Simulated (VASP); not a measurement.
# InSb (F-43m) in VASP: a series of runs

The runs below take InSb through single point, with PBE+D3(BJ).

Program: VASP 6.6.1. These are calculated values, not measurements. Logs are shortened: lines on timing, memory, paths and dates and some standing lists are left out, and cuts for length are marked.

**Measured values to compare with.**

From “Electronic Structure and Epitaxy of CdTe Shells on InSb Nanowires”, 2021, arxiv:2111.05126, for a bulk crystal of InSb: band gap 0.24 eV.

The runs below are set against these values where they give the same quantity.

### 1 The cell of the first run

The structure is cubic, space group F-43m (No. 216). Conventional cell: a = 6.547 Å, b = 6.547 Å, c = 6.547 Å, α = 90.00°, β = 90.00°, γ = 90.00°. In (site symmetry -43m) has 4 Sb at 2.83 Å within 3.7 Å. Sb (site symmetry -43m) has 4 In at 2.83 Å within 3.7 Å.

### 2 Single point, PBE+D3(BJ)

Input file INCAR:

```
ALGO     = Normal         # electronic algorithm
EDIFF    = 1E-7           # SCF threshold, eV
ENCUT    = 520            # plane-wave cutoff, eV
GGA      = PE             # functional
ISIF     = 2              # what is computed and relaxed
ISMEAR   = 0              # smearing method
IVDW     = 12             # dispersion correction
LASPH    = True           # aspherical terms in the spheres
LCHARG   = True           # write CHGCAR
LELF     = True           # ELF
LREAL    = False          # projectors in reciprocal space
LVHAR    = True         
LWAVE    = False          # write WAVECAR
NBANDS   = 16             # bands
NELM     = 60             # most SCF steps
PREC     = Accurate       # precision mode
SIGMA    = 0.1            # smearing width, eV
```

Input file KPOINTS:

```
k-points
0
Gamma
  12 12 12
```

Input file POSCAR:

```
InSb
1.0
    0.0000000000      3.2734251431      3.2734251431
    3.2734251431      0.0000000000      3.2734251431
    3.2734251431      3.2734251431      0.0000000000
In Sb
1 1
Direct
    0.0000000000      0.0000000000      0.0000000000
    0.7500000000      0.7500000000      0.7500000000
```

Potentials or basis: VASP PAW PBE potentials, release 64 (In_d, Sb).

Launch:

```console
cat potpaw_PBE.64/In_d/POTCAR potpaw_PBE.64/Sb/POTCAR > POTCAR
mpirun -np 1 vasp_std > vasp.out
```

OUTCAR:

```text
EDIFF = 1E-7
   ENCUT = 520
   GGA = PE
   ISIF = 2
   ISMEAR = 0
   IVDW = 12
   LASPH = True
   LREAL = False
   NELM = 60
   PREC = Accurate
 IVDW          = 12

 ion  position               nearest neighbor table
   1  0.000  0.000  0.000-   2 2.83   2 2.83   2 2.83   2 2.83
   2  0.750  0.750  0.750-   1 2.83   1 2.83   1 2.83   1 2.83

  LATTYP: Found a face centered cubic cell.
 ALAT       =     6.5468502862

  Lattice vectors:

 A1 = (   0.0000000000,   3.2734251431,   3.2734251431)
 A2 = (   3.2734251431,   0.0000000000,   3.2734251431)
 A3 = (   3.2734251431,   3.2734251431,   0.0000000000)

Analysis of symmetry for initial positions (statically):
=====================================================================
 Subroutine PRICEL returns:
 Original cell was already a primitive cell.

 Routine SETGRP: Setting up the symmetry group for a
 face centered cubic supercell.

 Subroutine GETGRP returns: Found 24 space group operations
 (whereof 24 operations were pure point group operations)
 out of a pool of 48 trial point group operations.

The static configuration has the point symmetry T_d .

Analysis of symmetry for dynamics (positions and initial velocities):
=====================================================================
 Subroutine PRICEL returns:
 Original cell was already a primitive cell.

 Routine SETGRP: Setting up the symmetry group for a
 face centered cubic supercell.

 Subroutine GETGRP returns: Found 24 space group operations
 (whereof 24 operations were pure point group operations)
 out of a pool of 48 trial point group operations.

The dynamic configuration has the point symmetry T_d .

 Subroutine INISYM returns: Found 24 space group operations
 (whereof 24 operations are pure point group operations),
 and found     1 'primitive' translations

----------------------------------------------------------------------------------------

                                     Primitive cell

  volume of cell :      70.1515

  direct lattice vectors                    reciprocal lattice vectors
     0.000000000  3.273425143  3.273425143    -0.152745207  0.152745207  0.152745207
     3.273425143  0.000000000  3.273425143     0.152745207 -0.152745207  0.152745207
     3.273425143  3.273425143  0.000000000     0.152745207  0.152745207 -0.152745207

  length of vectors
     4.629322233  4.629322233  4.629322233     0.264562459  0.264562459  0.264562459

  position of ions in fractional coordinates (direct lattice)
     0.000000000  0.000000000  0.000000000
     0.750000000  0.750000000  0.750000000

  ion indices of the primitive-cell ions
   primitive index   ion index
                 1           1
                 2           2

----------------------------------------------------------------------------------------

 KPOINTS: k-points

Automatic generation of k-mesh.
 Grid dimensions read from file:
 generate k-points for:   12   12   12

 Generating k-lattice:

  Cartesian coordinates                     Fractional coordinates (reciprocal lattice)
    -0.012728767  0.012728767  0.012728767     0.083333333  0.000000000  0.000000000
     0.012728767 -0.012728767  0.012728767     0.000000000  0.083333333  0.000000000
     0.012728767  0.012728767 -0.012728767     0.000000000  0.000000000  0.083333333

  Length of vectors
     0.022046872  0.022046872  0.022046872

  Shift w.r.t. Gamma in fractional coordinates (k-lattice)
     0.000000000  0.000000000  0.000000000

 Subroutine IBZKPT returns following result:
 ===========================================

 Found     72 irreducible k-points:

 Following reciprocal coordinates:
            Coordinates               Weight
  0.000000  0.000000  0.000000      1.000000
  0.083333  0.000000  0.000000      8.000000
  0.166667  0.000000  0.000000      8.000000
  0.250000  0.000000  0.000000      8.000000
  0.333333  0.000000  0.000000      8.000000
  0.416667  0.000000  0.000000      8.000000
[... 16 lines left out ...]
  0.500000  0.166667  0.000000     24.000000
 -0.416667  0.166667  0.000000     24.000000
 [... further k-points ...]
   k-points           NKPTS =     72   k-points in BZ     NKDIM =     72   number of bands    NBANDS=     16
   number of dos      NEDOS =    301   number of ions     NIONS =      2
   total plane-waves  NPLWV =  46656
   dimension x,y,z NGX =    36 NGY =   36 NGZ =   36
   dimension x,y,z NGXF=    72 NGYF=   72 NGZF=   72
   ions per type =               1   1
   NGX,Y,Z   is equivalent  to a cutoff of  12.93, 12.93, 12.93 a.u.
   NGXF,Y,Z  is equivalent  to a cutoff of  25.86, 25.86, 25.86 a.u.
 SYSTEM =  unknown system
   PREC   = accura    normal or accurate (medium, high low for compatibility)
   ISTART =      0    job   : 0-new  1-cont  2-samecut
   ICHARG =      2    charge: 1-file 2-atom 10-const
   ISPIN  =      1    spin polarized calculation?
   LNONCOLLINEAR =      F non collinear calculations
   LSORBIT =      F    spin-orbit coupling
   LASPH  =      T    aspherical Exc in radial PAW
   ENCUT  =  520.0 eV  38.22 Ry    6.18 a.u.   8.61  8.61  8.61*2*pi/ulx,y,z
   NELM   =     60;   NELMIN=  2; NELMDL= -5     # of ELM steps
   EDIFF  = 0.1E-06   stopping-criterion for ELM
   LREAL  =      F    real-space projection
   EDIFFG = 0.1E-05   stopping-criterion for IOM
   NSW    =      0    number of steps for IOM
   IBRION =     -1    ionic relax: 0-MD 1-quasi-New 2-CG
   NFREE  =      0    steps in history (QN), initial steepest desc. (CG)
   ISIF   =      2    stress and relaxation
   ISYM   =      2    0-nonsym 1-usesym 2-fastsym
   POTIM  = 0.5000    time-step for ionic-motion
   TEBEG  =    0.0;   TEEND  =   0.0 temperature during run
   PSTRESS=    0.0 pullay stress
   NELECT =      18.0000    total number of electrons
   NUPDOWN=      -1.0000    fix difference up-down
   EMIN   =  10.00;   EMAX   =-10.00  energy-range for DOS
   EFERMI =   0.00;   METHOD = LEGACY
   ISMEAR =     0;   SIGMA  =   0.10  broadening in eV -4-tet -1-fermi 0-gaus
   EFERMI_NEDOS =   21; number of points for ismear=-14 and -15
   IALGO  =     38    algorithm
   IMIX   =      4    mixing-type and parameters
     AMIX     =   0.40;   BMIX     =  1.00
     AMIX_MAG =   1.60;   BMIX_MAG =  1.00
  volume/ion in A,a.u.               =      35.08       236.70
  Fermi-wavevector in a.u.,A,eV,Ry     =   1.040287  1.965858 14.724190  1.082197
  Thomas-Fermi vector in A             =   2.174856
   LORBIT       =      0    0 simple, 1 ext, 2 COOP (PROOUT), +10 PAW based schemes
   GGA     = PE    functional components
   LHFCALC =     F    Hartree Fock is set to
   AEXX    =    0.0000 exact exchange contribution
   IVDW    =    12    specifies the selected vdW correction
   LEPSILON=     F    determine dielectric tensor
   LRPA    =     F    only Hartree local field effects (RPA)
 non-spin polarized calculation
 Gauss-broadening in eV      SIGMA  =   0.10
  energy-cutoff  :      520.00
  volume of cell :       70.15
 maximum number of plane-waves:      1917
   NGX = 17   NGY = 17   NGZ = 17

 number of electron      17.9999998 magnetization

 Free energy of the ion-electron system (eV)
  ---------------------------------------------------
  ext. energy  EPLUGINS =         0.00000000
  ---------------------------------------------------
  free energy    TOTEN  =        -6.93909507 eV

  energy without entropy =       -6.93894559  energy(sigma->0) =       -6.93902033

 E-fermi :   4.8374     XC(G=0):  -8.5526

 val. band max:        4.7796038782   @ k =   0.0000   0.0000   0.0000
 cond. band min:       5.2643602337   @ k =   0.5000   0.0000   0.0000
 fundamental gap:      0.4847563555
 Fermi energy:         4.8374161500

 k-point     1 :       0.0000    0.0000    0.0000
  band No.  band energies     occupation
      1      -9.7612      2.00000
      2      -9.7612      2.00000
      3      -9.7612      2.00000
      4      -9.6845      2.00000
      5      -9.6845      2.00000
      6      -5.7434      2.00000
[... 8 lines left out ...]
     15      12.9969      0.00000
     16      12.9969      0.00000

 k-point     2 :       0.0833    0.0000    0.0000
  band No.  band energies     occupation
      1      -9.7640      2.00000
      2      -9.7599      2.00000
      3      -9.7599      2.00000
      4      -9.6846      2.00000
      5      -9.6846      2.00000
      6      -5.6829      2.00000
[... 8 lines left out ...]
     15      12.5010      0.00000
     16      12.5010      0.00000

 k-point     3 :       0.1667    0.0000    0.0000
  band No.  band energies     occupation
      1      -9.7717      2.00000
      2      -9.7564      2.00000
      3      -9.7564      2.00000
      4      -9.6847      2.00000
      5      -9.6847      2.00000
      6      -5.5061      2.00000
[... 8 lines left out ...]
     15      12.0783      0.00000
     16      12.0783      0.00000

 k-point     4 :       0.2500    0.0000    0.0000
  band No.  band energies     occupation
      1      -9.7821      2.00000
      2      -9.7519      2.00000
      3      -9.7519      2.00000
      4      -9.6846      2.00000
      5      -9.6846      2.00000
      6      -5.2304      2.00000
[... 8 lines left out ...]
     15      12.0460      0.00000
     16      12.0460      0.00000
[... 324 lines left out ...]
 k-point    22 :       0.4167    0.1667    0.0000
  band No.  band energies     occupation
      1      -9.8044      2.00000
      2      -9.7419      2.00000
      3      -9.7395      2.00000
      4      -9.6893      2.00000
      5      -9.6810      2.00000
      6      -4.6012      2.00000
[... 8 lines left out ...]
     15      13.2753      0.00000
     16      13.9418      0.00000

 k-point    23 :       0.5000    0.1667    0.0000
  band No.  band energies     occupation
      1      -9.8079      2.00000
      2      -9.7408      2.00000
      3      -9.7384      2.00000
      4      -9.6876      2.00000
      5      -9.6817      2.00000
      6      -4.3484      2.00000
[... 8 lines left out ...]
     15      13.6820      0.00000
     16      13.9737      0.00000

 k-point    24 :      -0.4167    0.1667    0.0000
  band No.  band energies     occupation
      1      -9.8075      2.00000
      2      -9.7408      2.00000
      3      -9.7392      2.00000
      4      -9.6857      2.00000
      5      -9.6834      2.00000
      6      -4.3089      2.00000
[... 8 lines left out ...]
     15      12.9669      0.00000
     16      13.2892      0.00000

 [... further k-points ...]

------------------------ aborting loop because EDIFF is reached ----------------------------------------

 Edisp (eV)   -0.64147

 E8    (eV) :    -0.3087

  FORCE on cell =-STRESS in cart. coord.  units (eV):
  Direction    XX          YY          ZZ          XY          YZ          ZX
  --------------------------------------------------------------------------------------
  -------------------------------------------------------------------------------------
  Total      -0.02945    -0.02945    -0.02945     0.00000     0.00000    -0.00000
  in kB      -0.67264    -0.67264    -0.67264     0.00000     0.00000    -0.00000
  external pressure =       -0.67 kB  Pullay stress =        0.00 kB

 VOLUME and BASIS-vectors are now :
 -----------------------------------------------------------------------------
  energy-cutoff  :      520.00
  volume of cell :       70.15
      direct lattice vectors                 reciprocal lattice vectors
     0.000000000  3.273425143  3.273425143    -0.152745207  0.152745207  0.152745207
     3.273425143  0.000000000  3.273425143     0.152745207 -0.152745207  0.152745207
     3.273425143  3.273425143  0.000000000     0.152745207  0.152745207 -0.152745207

 POSITION                                       TOTAL-FORCE (eV/Angst)
 -----------------------------------------------------------------------------------
      0.00000      0.00000      0.00000         0.000000      0.000000      0.000000
      4.91014      4.91014      4.91014        -0.000000     -0.000000     -0.000000
 -----------------------------------------------------------------------------------
    total drift:                                0.000000      0.000000      0.000000

  FREE ENERGIE OF THE ION-ELECTRON SYSTEM (eV)
  ---------------------------------------------------
  free  energy   TOTEN  =        -7.5805611211 eV

  energy  without entropy=       -7.5804116409  energy(sigma->0) =       -7.58048638
```

Wall time 58 s (1 thread of Intel Xeon Platinum 8488C (Sapphire Rapids), shared host); peak memory 0.26 GiB.

What came out:

| Quantity | Value |
| --- | --- |
| Free energy | -7.5806 eV |
| Pressure | -0.1 GPa |
| Band gap on the k mesh | zero (filled and empty bands touch) |
| Dispersion energy per atom | -0.321 eV |

Caveat: spin-orbit coupling is left out, which moves the levels of the heavy elements; pairwise dispersion overbinds metals, which lowers pressure and volume.

### 3 Single point, PBE+D3(BJ)

This run uses another cell than the first one, of 33.98 Å³/atom, 0.969 times its volume.

Input file INCAR:

```
SYSTEM = InSb
PREC = Accurate
ENCUT = 500
EDIFF = 1E-6
ISMEAR = 0
SIGMA = 0.1
LREAL = .FALSE.
LASPH = .TRUE.
NELM = 120
ALGO = Normal
ISIF = 2
LWAVE = .FALSE.
LCHARG = .FALSE.
GGA = PE
IVDW = 12
NBANDS = 16
GGA_COMPAT = .FALSE.
```

Input file KPOINTS:

```
Automatic mesh
0
G
  6 6 6
  0 0 0
```

Input file POSCAR:

```
InSb
1.0
    0.0000000000      3.2391000000      3.2391000000
    3.2391000000      0.0000000000      3.2391000000
    3.2391000000      3.2391000000      0.0000000000
In Sb
1 1
Direct
    0.0000000000      0.0000000000      0.0000000000
    0.7500000000      0.7500000000      0.7500000000
```

Potentials or basis: VASP PAW PBE potentials, release 64 (In_d, Sb).

Launch:

```console
cat potpaw_PBE.64/In_d/POTCAR potpaw_PBE.64/Sb/POTCAR > POTCAR
mpirun -np 1 vasp_std > vasp.out
```

OUTCAR:

```text
SYSTEM = InSb
   PREC = Accurate
   ENCUT = 500
   EDIFF = 1E-6
   ISMEAR = 0
   LREAL = .FALSE.
   LASPH = .TRUE.
   NELM = 120
   ISIF = 2
   GGA = PE
   IVDW = 12
 IVDW          = 12

 ion  position               nearest neighbor table
   1  0.000  0.000  0.000-   2 2.81   2 2.81   2 2.81   2 2.81
   2  0.750  0.750  0.750-   1 2.81   1 2.81   1 2.81   1 2.81

  LATTYP: Found a face centered cubic cell.
 ALAT       =     6.4782000000

  Lattice vectors:

[... 479 lines left out ...]
     16      15.6116      0.00000

------------------------ aborting loop because EDIFF is reached ----------------------------------------

 Edisp (eV)   -0.66496

 E8    (eV) :    -0.3205

  FORCE on cell =-STRESS in cart. coord.  units (eV):
  Direction    XX          YY          ZZ          XY          YZ          ZX
  --------------------------------------------------------------------------------------
  -------------------------------------------------------------------------------------
  Total       0.60390     0.60390     0.60390     0.00000     0.00000     0.00000
  in kB      14.23553    14.23553    14.23553     0.00000     0.00000     0.00000
  external pressure =       14.24 kB  Pullay stress =        0.00 kB

 VOLUME and BASIS-vectors are now :
 -----------------------------------------------------------------------------
  energy-cutoff  :      500.00
  volume of cell :       67.97
      direct lattice vectors                 reciprocal lattice vectors
     0.000000000  3.239100000  3.239100000    -0.154363867  0.154363867  0.154363867
     3.239100000  0.000000000  3.239100000     0.154363867 -0.154363867  0.154363867
     3.239100000  3.239100000  0.000000000     0.154363867  0.154363867 -0.154363867

 POSITION                                       TOTAL-FORCE (eV/Angst)
 -----------------------------------------------------------------------------------
      0.00000      0.00000      0.00000        -0.000000      0.000000      0.000000
      4.85865      4.85865      4.85865         0.000000     -0.000000     -0.000000
 -----------------------------------------------------------------------------------
    total drift:                               -0.000000     -0.000000     -0.000000

  FREE ENERGIE OF THE ION-ELECTRON SYSTEM (eV)
  ---------------------------------------------------
  free  energy   TOTEN  =        -7.5493425433 eV

  energy  without entropy=       -7.5486265091  energy(sigma->0) =       -7.54898453
```

OSZICAR:

```text
N       E                     dE             d eps       ncg     rms          rms(c)
DAV:   1     0.110618561779E+03    0.11062E+03   -0.78891E+03   520   0.109E+03
DAV:   2     0.712822377175E-01   -0.11055E+03   -0.10690E+03   616   0.279E+02
DAV:   3    -0.678813309887E+01   -0.68594E+01   -0.68365E+01   616   0.715E+01
DAV:   4    -0.698782357523E+01   -0.19969E+00   -0.19966E+00   656   0.138E+01
DAV:   5    -0.699734620508E+01   -0.95226E-02   -0.95225E-02   792   0.252E+00    0.418E+00
DAV:   6    -0.689679561918E+01    0.10055E+00   -0.15579E-01   760   0.604E+00    0.243E+00
DAV:   7    -0.688251585734E+01    0.14280E-01   -0.71470E-02   688   0.246E+00    0.633E-01
DAV:   8    -0.688360893695E+01   -0.10931E-02   -0.77792E-03   680   0.101E+00    0.263E-01
DAV:   9    -0.688430677463E+01   -0.69784E-03   -0.10234E-03   584   0.262E-01    0.770E-02
DAV:  10    -0.688434241556E+01   -0.35641E-04   -0.48693E-05   720   0.478E-02    0.375E-02
DAV:  11    -0.688438459368E+01   -0.42178E-04   -0.77247E-05   576   0.557E-02    0.234E-02
DAV:  12    -0.688438597926E+01   -0.13856E-05   -0.13559E-06   608   0.705E-03    0.603E-03
DAV:  13    -0.688438631074E+01   -0.33148E-06   -0.14436E-06   592   0.739E-03
   1 F= -.75493425E+01 E0= -.75489845E+01  d E =-.716034E-03
```

stdout:

```text
POSCAR found type information on POSCAR InSb
 POSCAR found :  2 types and       2 ions
 scaLAPACK will be used
 LDA part: xc-table for (Slater+PW92), standard interpolation
 POSCAR, INCAR and KPOINTS ok, starting setup
 FFT: planning ... GRIDC
 FFT: planning ... GRID_SOFT
 FFT: planning ... GRID
 WAVECAR not read
 entering main loop
```

Wall time 42 s (1 thread of Intel Xeon 8259CL, shared host); peak memory 0.21 GiB.

Results:

* Free energy: -7.5493 eV
* Pressure: 1.4 GPa
* Band gap on the k mesh: zero (filled and empty bands touch)
* Dispersion energy per atom: -0.332 eV

Caveat: spin-orbit coupling is left out, which moves the levels of the heavy elements; pairwise dispersion overbinds metals, which lowers pressure and volume.

### 4 Comparison with measurements

Step 2. Measured gap of InSb: 0.24 eV (quoted in “Electronic Structure and Epitaxy of CdTe Shells on InSb Nanowires”, 2021, arxiv:2111.05126). This calculation gives 0.00 eV (-0.24 eV). Spin-orbit coupling on In, Sb is left out. The value is that of PBE+D3(BJ) on a finite k mesh, which can miss the band edges, without temperature or zero-point motion. Semilocal functionals fall short of measured gaps as a rule.

Step 3. Measured gap of InSb: 0.24 eV (quoted in “Electronic Structure and Epitaxy of CdTe Shells on InSb Nanowires”, 2021, arxiv:2111.05126). This calculation gives 0.00 eV (-0.24 eV). Spin-orbit coupling on In, Sb is left out. The value is that of PBE+D3(BJ) on a finite k mesh, which can miss the band edges, without temperature or zero-point motion. Semilocal functionals fall short of measured gaps as a rule.
